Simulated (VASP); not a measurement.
FeSi2, 3 atoms in the cell. The structure is tetragonal, space group P4/mmm (No. 123). The conventional cell has a = 2.775 Å, b = 2.775 Å, c = 5.226 Å, α = 90.00°, β = 90.00°, γ = 90.00°. Fe (site symmetry 4/mmm) has 8 Si at 2.41 Å and 4 Fe at 2.77 Å within 3.2 Å. Within 3.2 Å of Si (site symmetry 4mm) lie 4 Fe at 2.41 Å and 6 Si at 2.42 to 2.81 Å.  This cell differs from its parent crystal: volume scaled by 1.10, then relaxed in part.

| Item | Value |
| --- | --- |
| Program | VASP 6.6.1 |
| Task | single point |
| Functional | PBEsol |
| Potentials or basis | VASP PAW PBE potentials, release 64 (Fe, Si) |
| Cutoff | 520 eV |
| k mesh | 16 × 16 × 8 |
| Occupations | gaussian, width 0.1 eV |
| Spin | no spin polarisation |
| Dipole correction | no |
| Further INCAR settings | ALGO = Normal; EDIFF = 1e-06; NBANDS = 15 |

Potentials or basis: VASP PAW PBE potentials, release 64 (Fe, Si).

Command:

```sh
$ cat potpaw_PBE.64/Fe/POTCAR potpaw_PBE.64/Si/POTCAR > POTCAR
$ mpirun -np 1 vasp_std > vasp.out
```

Hardware: 1 thread of Intel Xeon 6975P-C, on a shared host.

Q: Estimate the wall time of this run.

A: It took 92 s on 1 thread of Intel Xeon 6975P-C, on a shared host, peak memory 0.26 GiB. Counts: scf iterations 14, k points 225.
